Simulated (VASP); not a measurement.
Te:

```
Te
1.0
    -3.32278    3.32278    3.09575
     3.32278   -3.32278    3.09575
     3.32278    3.32278   -3.09575
Te
4
Direct
  0.87500 0.62500 0.25000
  0.37500 0.62500 0.75000
  0.37500 0.62500 0.25000
  0.37500 0.12500 0.75000
```

The cell was built from a structure type or drawn by symmetry, and may not be a known phase.

```yaml
Program: VASP 6.6.1
Task: relaxation of cell and atoms
Functional: PBE
Potentials_or_basis: VASP PAW PBE potentials, release 64 (Te)
Cutoff: 600 eV
k_mesh: 4 × 4 × 4
Occupations: gaussian, width 0.1 eV
Spin: no spin polarisation
```

At the start: pressure 15.0 GPa; volume 34.18 Å³/atom.

Q: How do energy, volume and symmetry change on relaxing?

A: Over 8 steps the energy falls by 383.4 meV/atom and the volume is 44.94 Å³/atom (+31.5 %); space group I4_1/amd (No. 141, to 0.1 Å) before and after.

Step by step:
| step | energy change (eV) | largest force (eV/Å) | pressure (GPa) | volume (Å³) |
| --- | --- | --- | --- | --- |
| 1 | 0.0000 | 0.0000 | 14.97 | 136.72 |
| 2 | -0.8328 | 0.0000 | -4.09 | 210.05 |
| 3 | -1.4039 | 0.0000 | 0.00 | 174.25 |
| 4 | -1.4037 | 0.0000 | 0.16 | 173.44 |
| 5 | -1.4105 | 0.0000 | 0.16 | 173.85 |
| 6 | -1.4307 | 0.0000 | 0.16 | 175.00 |
| 7 | -1.4787 | 0.0000 | 0.12 | 176.99 |
| 8 | -1.5337 | 0.0000 | -0.03 | 179.76 |

Final structure:
```
CELL_PARAMETERS angstrom
-3.40714 3.40714 3.87123
3.40714 -3.40714 3.87123
3.40714 3.40714 -3.87123
ATOMIC_POSITIONS crystal
Te 0.87500 0.62500 0.25000
Te 0.37500 0.62500 0.75000
Te 0.37500 0.62500 0.25000
Te 0.37500 0.12500 0.75000
```

Caveat: the volume moved by over 15 % at a fixed basis, so the end points are rough.
